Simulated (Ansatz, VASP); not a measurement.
## Two plane-wave programs on Cu

```xyz
2
Lattice="-1.4451 1.4451 1.3600 1.4451 -1.4451 1.3600 2.8902 2.8902 0.0000" Properties=species:S:1:pos:R:3 pbc="T T T"
Cu    0.0318    0.0318    0.0000
Cu    1.4133    1.4133    1.3600
```

Change from the starting cell: mode 6 (263.4 1/cm) frozen in, largest displacement +0.045 Å.

Alike in both runs: task single point; functional PBEsol; k mesh 26 × 26 × 14; occupations gaussian, width 0.15 eV; no spin polarisation.

```csv
,VASP,Ansatz
version,VASP 6.6.1,Ansatz 0.2.0
potentials or method,"VASP PAW PBE potentials, release 64 (Cu), cutoff 520 eV","scalar-relativistic, plane waves, PAW"
valence electrons in the cell,22,38
```

VASP gave:

```
gap on the k mesh at the Fermi level (eV)                     : none
pressure (GPa)                                                : 1.5
traceless stress, the component that is largest in VASP (GPa) : 0.67
rms of the force components (eV/Å)                            : 0.431
```

What did Ansatz give for the same quantities?

gap on the k mesh at the Fermi level (eV): none; pressure (GPa): 0.9; traceless stress, the component that is largest in VASP (GPa): 0.69; rms of the force components (eV/Å): 0.427.

VASP's potentials were made for PBE, not for PBEsol. Atom by atom the forces differ by 0.003 eV/Å (rms over components). A gap of «none» marks a metal or a gap that the smearing closes. With one functional, cell and mesh, what is left measures potentials, basis and numerics. VASP's potentials hold 22 valence electrons a cell and Ansatz's 38, so a difference there can come from the potentials and not from the codes.
